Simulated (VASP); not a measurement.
# Ca3As (Pm-3m) in VASP: a series of runs

Ca3As is run at these levels: PBE; tasks: single point, relaxation of cell and atoms.

Program: VASP 6.6.1. These are calculated values, not measurements. Logs are shortened: lines on timing, memory, paths and dates and some standing lists are left out, and cuts for length are marked.

## (1) The cell of the first run

Symmetry: Pm-3m, No. 221, cubic system. Conventional cell: a = 4.854 Å, b = 4.854 Å, c = 4.854 Å, α = 90.00°, β = 90.00°, γ = 90.00°. Ca (site symmetry 4/mmm) has 8 Ca at 3.43 Å and 4 As at 3.43 Å within 4.5 Å. As (site symmetry m-3m) has 12 Ca at 3.43 Å within 4.5 Å.

## (2) Single point, PBE

File INCAR:

```
SYSTEM = Ca3As
PREC = Accurate
ENCUT = 520
EDIFF = 1E-7
ISMEAR = 0
SIGMA = 0.1
LREAL = .False.
LASPH = .True.
NELM = 100
ALGO = Fast
ISIF = 2
LWAVE = .False.
LCHARG = .False.
GGA = PE
NBANDS = 26
```

File KPOINTS:

```
Automatic mesh
0
Gamma
  10 10 10
  0 0 0
```

File POSCAR:

```
Ca3As
1.0
    4.8539498006      0.0000000000      0.0000000000
    0.0000000000      4.8539498006      0.0000000000
    0.0000000000      0.0000000000      4.8539498006
Ca As
3 1
Direct
    0.0000000000      0.5000000000      0.5000000000
    0.5000000000      0.0000000000      0.5000000000
    0.5000000000      0.5000000000      0.0000000000
    0.0000000000      0.0000000000      0.0000000000
```

Potentials or basis: VASP PAW PBE potentials, release 64 (Ca_sv, As).

Run with:

```
$ cat potpaw_PBE.64/Ca_sv/POTCAR potpaw_PBE.64/As/POTCAR > POTCAR
$ mpirun -np 1 vasp_std > vasp.out
```

OUTCAR:

```text
SYSTEM = Ca3As
   PREC = Accurate
   ENCUT = 520
   EDIFF = 1E-7
   ISMEAR = 0
   LREAL = .False.
   LASPH = .True.
   NELM = 100
   ISIF = 2
   GGA = PE

 ion  position               nearest neighbor table
   1  0.000  0.500  0.500-
   2  0.500  0.000  0.500-
   3  0.500  0.500  0.000-
   4  0.000  0.000  0.000-

  LATTYP: Found a simple cubic cell.
 ALAT       =     4.8539498006

  Lattice vectors:

 A1 = (   4.8539498006,   0.0000000000,   0.0000000000)
 A2 = (   0.0000000000,   4.8539498006,   0.0000000000)
 A3 = (   0.0000000000,   0.0000000000,   4.8539498006)

Analysis of symmetry for initial positions (statically):
=====================================================================
 Subroutine PRICEL returns:
 Original cell was already a primitive cell.

 Routine SETGRP: Setting up the symmetry group for a
 simple cubic supercell.

 Subroutine GETGRP returns: Found 48 space group operations
 (whereof 48 operations were pure point group operations)
 out of a pool of 48 trial point group operations.

The static configuration has the point symmetry O_h .

Analysis of symmetry for dynamics (positions and initial velocities):
=====================================================================
 Subroutine PRICEL returns:
 Original cell was already a primitive cell.

 Routine SETGRP: Setting up the symmetry group for a
 simple cubic supercell.

 Subroutine GETGRP returns: Found 48 space group operations
 (whereof 48 operations were pure point group operations)
 out of a pool of 48 trial point group operations.

The dynamic configuration has the point symmetry O_h .

 Subroutine INISYM returns: Found 48 space group operations
 (whereof 48 operations are pure point group operations),
 and found     1 'primitive' translations

----------------------------------------------------------------------------------------

                                     Primitive cell

  volume of cell :     114.3631

[... 84 lines left out ...]
   ISTART =      0    job   : 0-new  1-cont  2-samecut
   ICHARG =      2    charge: 1-file 2-atom 10-const
   ISPIN  =      1    spin polarized calculation?
   LNONCOLLINEAR =      F non collinear calculations
   LSORBIT =      F    spin-orbit coupling
   LASPH  =      T    aspherical Exc in radial PAW
   ENCUT  =  520.0 eV  38.22 Ry    6.18 a.u.   9.03  9.03  9.03*2*pi/ulx,y,z
   NELM   =    100;   NELMIN=  2; NELMDL= -5     # of ELM steps
   EDIFF  = 0.1E-06   stopping-criterion for ELM
   LREAL  =      F    real-space projection
   EDIFFG = 0.1E-05   stopping-criterion for IOM
   NSW    =      0    number of steps for IOM
   IBRION =     -1    ionic relax: 0-MD 1-quasi-New 2-CG
   NFREE  =      0    steps in history (QN), initial steepest desc. (CG)
   ISIF   =      2    stress and relaxation
   ISYM   =      2    0-nonsym 1-usesym 2-fastsym
   POTIM  = 0.5000    time-step for ionic-motion
   TEBEG  =    0.0;   TEEND  =   0.0 temperature during run
   PSTRESS=    0.0 pullay stress
   NELECT =      35.0000    total number of electrons
   NUPDOWN=      -1.0000    fix difference up-down
   EMIN   =  10.00;   EMAX   =-10.00  energy-range for DOS
   EFERMI =   0.00;   METHOD = LEGACY
   ISMEAR =     0;   SIGMA  =   0.10  broadening in eV -4-tet -1-fermi 0-gaus
   EFERMI_NEDOS =   21; number of points for ismear=-14 and -15
   IALGO  =     68    algorithm
   IMIX   =      4    mixing-type and parameters
     AMIX     =   0.40;   BMIX     =  1.00
     AMIX_MAG =   1.60;   BMIX_MAG =  1.00
  volume/ion in A,a.u.               =      28.59       192.94
  Fermi-wavevector in a.u.,A,eV,Ry     =   1.103237  2.084816 16.560091  1.217132
  Thomas-Fermi vector in A             =   2.239692
   LORBIT       =      0    0 simple, 1 ext, 2 COOP (PROOUT), +10 PAW based schemes
   GGA     = PE    functional components
   LHFCALC =     F    Hartree Fock is set to
   AEXX    =    0.0000 exact exchange contribution
   IVDW    =     0    specifies the selected vdW correction
   LEPSILON=     F    determine dielectric tensor
   LRPA    =     F    only Hartree local field effects (RPA)
 non-spin polarized calculation
 RMM-DIIS sequential band-by-band and
 Gauss-broadening in eV      SIGMA  =   0.10
  energy-cutoff  :      520.00
  volume of cell :      114.36
 maximum number of plane-waves:      3112
   NGX = 19   NGY = 19   NGZ = 19

 number of electron      35.0000002 magnetization

 Free energy of the ion-electron system (eV)
  ---------------------------------------------------
  ext. energy  EPLUGINS =         0.00000000
  ---------------------------------------------------
  free energy    TOTEN  =       -12.22847560 eV

  energy without entropy =      -12.21511476  energy(sigma->0) =      -12.22179518

 E-fermi :   4.1814     XC(G=0):  -8.9698

 val. band max:        4.1669254929   @ k =   0.5000   0.5000   0.2000
 cond. band min:       4.2235747096   @ k =   0.3000   0.1000   0.0000
 fundamental gap:      0.0566492168
 Fermi energy:         4.1814249619

 k-point     1 :       0.0000    0.0000    0.0000
  band No.  band energies     occupation
      1     -37.8578      2.00000
      2     -37.7839      2.00000
      3     -37.7839      2.00000
      4     -19.0255      2.00000
      5     -19.0255      2.00000
      6     -19.0255      2.00000
[... 685 lines left out ...]
     25       6.9315      0.00000
     26       6.9751      0.00000

 [... further k-points ...]

------------------------ aborting loop because EDIFF is reached ----------------------------------------

  FORCE on cell =-STRESS in cart. coord.  units (eV):
  Direction    XX          YY          ZZ          XY          YZ          ZX
  --------------------------------------------------------------------------------------
  -------------------------------------------------------------------------------------
  Total        0.0536338      0.0536338      0.0536338      0.0000000     -0.0000000      0.0000000
  in kB        0.7513870      0.7513870      0.7513870      0.0000000     -0.0000000      0.0000000
  external PRESSURE =       0.7513870 kB  Pullay stress =       0.0000000 kB

 VOLUME and BASIS-vectors are now :
 -----------------------------------------------------------------------------
  energy-cutoff  :      520.00
  volume of cell :      114.36
      direct lattice vectors                 reciprocal lattice vectors
     4.853949801  0.000000000  0.000000000     0.206017788  0.000000000  0.000000000
     0.000000000  4.853949801  0.000000000     0.000000000  0.206017788  0.000000000
     0.000000000  0.000000000  4.853949801     0.000000000  0.000000000  0.206017788

 POSITION                                       TOTAL-FORCE (eV/Angst)
 -----------------------------------------------------------------------------------
      0.00000      2.42697      2.42697         0.000000      0.000000      0.000000
      2.42697      0.00000      2.42697         0.000000      0.000000      0.000000
      2.42697      2.42697      0.00000         0.000000      0.000000      0.000000
      0.00000      0.00000      0.00000         0.000000      0.000000      0.000000
 -----------------------------------------------------------------------------------
    total drift:                                0.000000      0.000000      0.000000

  FREE ENERGIE OF THE ION-ELECTRON SYSTEM (eV)
  ---------------------------------------------------
  free  energy   TOTEN  =       -12.2284755960 eV

  energy  without entropy=      -12.2151147621  energy(sigma->0) =      -12.22179518
```

stdout:

```text
POSCAR found type information on POSCAR CaAs
 POSCAR found :  2 types and       4 ions
[... 29 lines left out ...]
 num prob  num prob  num prob  num prob  num prob  num prob  num prob  num prob  num prob  num prob  num prob  num prob  num prob WARNING in EDDRMM: call to ZHEGV failed, returncode =   8  4     21
 num prob  num prob  num prob  num prob  num prob  num prob  num prob  num prob  num prob  num prob  num prob  num prob  num prob  num prob  num prob  num prob  num prob  num prob RMM:  20    -0.122284755960E+02   -0.48588E-07   -0.40276E-07  3075   0.265E-03
```

Run time: 5.2 min. Hardware: 1 thread of AMD EPYC 9755, shared host; peak memory 0.27 GiB.

What came out:

- Free energy: -12.2285 eV
- Pressure: 0.1 GPa
- Band gap on the k mesh: zero (an odd number of electrons rules out a gap without spin polarisation)

## (3) Single point, PBE

This run uses another cell than the first one: it holds 8 atoms, not 4.

File INCAR:

```
SYSTEM = Ca3As
PREC     = Accurate       ! precision mode
ENCUT    = 520            ! plane-wave cutoff, eV
EDIFF    = 1E-7           ! SCF threshold, eV
ISMEAR   = 0              ! smearing method
SIGMA    = 0.1            ! smearing width, eV
LREAL    = .FALSE.        ! projectors in reciprocal space
LASPH    = .TRUE.         ! aspherical terms in the spheres
NELM     = 80             ! most SCF steps
ALGO     = Fast           ! electronic algorithm
ISIF     = 2              ! what is computed and relaxed
LWAVE    = .FALSE.        ! write WAVECAR
LCHARG   = .FALSE.        ! write CHGCAR
GGA      = PE             ! functional
NBANDS   = 45             ! bands
```

File KPOINTS:

```
regular mesh
0
G
  6 6 4
  0 0 0
```

File POSCAR:

```
Ca3As
1.0
    0.0000000000      4.8539498006      0.0000000000
    0.0000000000      0.0000000000      4.8539498006
    9.7078996012      0.0000000000      0.0000000000
Ca As
6 2
Direct
    0.5000000000      0.5000000000      0.0000000000
    0.5000000000      0.5000000000      0.5000000000
    0.0000000000      0.5000000000      0.2500000000
    0.0000000000      0.5000000000      0.7500000000
    0.5000000000      0.0000000000      0.2500000000
    0.5000000000      0.0000000000      0.7500000000
    0.0000000000      0.0000000000      0.0000000000
    0.0000000000      0.0000000000      0.5000000000
```

Potentials or basis: VASP PAW PBE potentials, release 64 (Ca_sv, As).

Run with:

```
$ cat potpaw_PBE.64/Ca_sv/POTCAR potpaw_PBE.64/As/POTCAR > POTCAR
$ mpirun -np 1 vasp_std > vasp.out
```

Wall time 9.3 min (1 thread of AMD EPYC 9755, shared host); peak memory 0.39 GiB.

The run converged. Its results:

- Free energy: -24.4644 eV
- Pressure: 0.2 GPa
- Band gap on the k mesh: zero (bands 35 and 36 overlap by 1.68 eV)

Levels at points of the mesh, in eV from the Fermi level:
```csv
k point,band 32,band 33,band 34,band 35,band 36,band 37,band 38,band 39
"(0.00, 0.00, 0.00)",-2.11,-2.11,-1.37,-0.65,-0.64,-0.12,0.21,0.21
"(0.50, 0.00, 0.00)",-2.43,-1.56,-1.37,-0.12,0.41,0.62,0.72,0.74
"(0.50, 0.50, 0.00)",-2.55,-1.56,-1.18,-1.18,-1.18,0.02,0.62,0.74
"(0.00, 0.00, 0.50)",-2.28,-2.08,-2.08,-0.21,-0.21,0.15,0.15,0.41
"(0.50, 0.00, 0.50)",-2.49,-1.33,-1.33,0.50,0.50,0.66,0.66,0.66
"(0.50, 0.50, 0.50)",-2.81,-1.38,-1.38,-0.32,-0.32,-0.32,-0.32,0.25
```

## (4) Relaxation of cell and atoms, PBE

File INCAR:

```
PREC     = Accurate       # precision mode
ENCUT    = 600            # plane-wave cutoff, eV
EDIFF    = 1E-7           # SCF threshold, eV
ISMEAR   = 0              # smearing method
SIGMA    = 0.1            # smearing width, eV
LREAL    = False          # projectors in reciprocal space
LASPH    = True           # aspherical terms in the spheres
NELM     = 60             # most SCF steps
ALGO     = Fast           # electronic algorithm
ISIF     = 3              # what is computed and relaxed
LWAVE    = False          # write WAVECAR
LCHARG   = False          # write CHGCAR
GGA      = PE             # functional
IBRION   = 2              # ionic algorithm
NSW      = 100            # ionic steps
EDIFFG   = -0.01          # ionic threshold
```

File KPOINTS:

```
Automatic mesh
0
Gamma
  10 10 10
```

File POSCAR:

```
Ca3As
1.0
    4.8539498006      0.0000000000      0.0000000000
    0.0000000000      4.8539498006      0.0000000000
    0.0000000000      0.0000000000      4.8539498006
Ca As
3 1
Direct
    0.0000000000      0.5000000000      0.5000000000
    0.5000000000      0.0000000000      0.5000000000
    0.5000000000      0.5000000000      0.0000000000
    0.0000000000      0.0000000000      0.0000000000
```

Run with:

```
$ cat potpaw_PBE.64/Ca_sv/POTCAR potpaw_PBE.64/As/POTCAR > POTCAR
$ mpirun -np 1 vasp_std > vasp.out
```

Wall time 10 min (1 thread of AMD EPYC 9755, shared host); peak memory 0.32 GiB.

The run converged. Its results:

```yaml
Free_energy: -12.2286 eV
Relaxed_volume: 28.66 Å³/atom
Relaxed_cell: a = 4.858 Å, b = 4.858 Å, c = 4.858 Å, α = 90.00°, β = 90.00°, γ = 90.00°
Space_group_after_relaxing_to_0.1_Å: Pm-3m (No. 221)
Energy_gained_by_relaxing: 0.0 meV/atom
Ionic_steps: 2
Pressure_after_relaxing: 0.0 GPa
Band_gap_on_the_k_mesh: zero (an odd number of electrons rules out a gap without spin polarisation)
```

Final structure:
```xyz
4
Lattice="4.8577 0.0000 0.0000 0.0000 4.8577 0.0000 0.0000 0.0000 4.8577" Properties=species:S:1:pos:R:3 pbc="T T T"
Ca    0.0000    2.4288    2.4288
Ca    2.4288    0.0000    2.4288
Ca    2.4288    2.4288    0.0000
As    0.0000    0.0000    0.0000
```

Levels at points of the mesh, in eV from the Fermi level:
| k point | band 14 | band 15 | band 16 | band 17 | band 18 | band 19 | band 20 | band 21 |
| --- | --- | --- | --- | --- | --- | --- | --- | --- |
| (0.00, 0.00, 0.00) | -3.13 | -2.07 | -2.07 | -2.07 | -0.60 | -0.60 | 0.25 | 0.25 |
| (0.50, 0.00, 0.00) | -4.48 | -2.39 | -2.39 | -1.33 | -0.09 | 0.46 | 0.76 | 1.13 |
| (0.50, 0.50, 0.00) | -3.76 | -3.76 | -2.50 | -1.53 | 0.66 | 0.78 | 0.78 | 1.46 |
| (0.50, 0.50, 0.50) | -2.99 | -2.99 | -2.99 | -1.14 | -1.14 | -1.14 | 0.06 | 1.76 |

## (5) Overview

| task | cell | k mesh | cutoff (eV) | gap on the mesh (eV) | pressure (GPa) |
| --- | --- | --- | --- | --- | --- |
| single point | a = 4.854 Å, 4 atoms, atomic positions A | 10 × 10 × 10 | 520 | none | 0.1 |
| single point | a = 4.854, b = 4.854, c = 9.708 Å, 8 atoms, atomic positions B | 6 × 6 × 4 | 520 | none | 0.2 |
| relaxation of cell and atoms | relaxed from a = 4.854 Å, 4 atoms, atomic positions A | 10 × 10 × 10 | 600 | none | 0.0 |

Alike in all rows: level PBE; potentials or basis VASP PAW PBE potentials, release 64 (Ca_sv, As); no spin polarisation; smearing gaussian 0.1 eV.

Total energies depend on the potentials used, so only differences within one code and one set of settings carry meaning.

The gap in the log of VASP goes by the Fermi energy; the results here count the filled bands.